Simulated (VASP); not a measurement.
Write the native input for VASP 6.6.1 that does the following.

* Task: single point
* Functional: r2SCAN
* Potentials or basis: VASP PAW PBE potentials, release 64 (Rh_pv)
* Cutoff: 520 eV
* k mesh: 8 × 8 × 8
* Occupations: gaussian, width 0.1 eV
* Spin: no spin polarisation
* Dipole correction: no
* Further INCAR settings: ALGO = Normal; EDIFF = 1e-06; NBANDS = 14

The system is Rh.

```xyz
1
Lattice="0.0000 1.9030 1.9030 1.9030 0.0000 1.9030 1.9030 1.9030 0.0000" Properties=species:S:1:pos:R:3 pbc="T T T"
Rh    0.0000    0.0000    0.0000
```

The input as run:

POSCAR

```
Rh
1.0
    0.0000000000      1.9029860900      1.9029860900
    1.9029860900      0.0000000000      1.9029860900
    1.9029860900      1.9029860900      0.0000000000
Rh
1
Direct
    0.0000000000      0.0000000000      0.0000000000
```

INCAR.step1

```
SYSTEM = Rh
ALGO     = Normal         ! electronic algorithm
EDIFF    = 1E-4           ! SCF threshold, eV
ENCUT    = 520            ! plane-wave cutoff, eV
GGA      = PE             ! functional
ISMEAR   = 0              ! smearing method
LASPH    = .TRUE.         ! aspherical terms in the spheres
LCHARG   = .FALSE.        ! write CHGCAR
LREAL    = .FALSE.        ! projectors in reciprocal space
LWAVE    = .TRUE.         ! write WAVECAR
NBANDS   = 14             ! bands
NELM     = 60             ! most SCF steps
PREC     = Accurate       ! precision mode
SIGMA    = 0.1            ! smearing width, eV
```

INCAR.step2

```
SYSTEM = Rh
ALGO     = Normal         ! electronic algorithm
EDIFF    = 1E-6           ! SCF threshold, eV
ENCUT    = 520            ! plane-wave cutoff, eV
ISIF     = 2              ! what is computed and relaxed
ISMEAR   = 0              ! smearing method
ISTART   = 1            
LASPH    = .TRUE.         ! aspherical terms in the spheres
LCHARG   = .FALSE.        ! write CHGCAR
LMIXTAU  = .TRUE.       
LREAL    = .FALSE.        ! projectors in reciprocal space
LWAVE    = .FALSE.        ! write WAVECAR
METAGGA  = R2SCAN         ! meta-GGA
NBANDS   = 14             ! bands
NELM     = 60             ! most SCF steps
PREC     = Accurate       ! precision mode
SIGMA    = 0.1            ! smearing width, eV
```

KPOINTS

```
k-points
0
G
  8 8 8
  0 0 0
```

Potentials or basis: VASP PAW PBE potentials, release 64 (Rh_pv).

Run with:

```bash
$ cat potpaw_PBE.64/Rh_pv/POTCAR > POTCAR
$ cp INCAR.step1 INCAR
$ mpirun -np 1 vasp_std > vasp.out
$ cp INCAR.step2 INCAR
$ mpirun -np 1 vasp_std > vasp.out
```

Results of the run:

```
Pressure : 0.6 GPa
```

Caveat: the PAW data sets were made with another functional, which shifts forces and pressure a little.

Wall time 27 s on 1 thread of Intel(R) Xeon(R) Platinum 8259CL CPU @ 2.50GHz (Skylake/Cascade Lake), with other jobs on the host, peak memory 0.12 GiB.
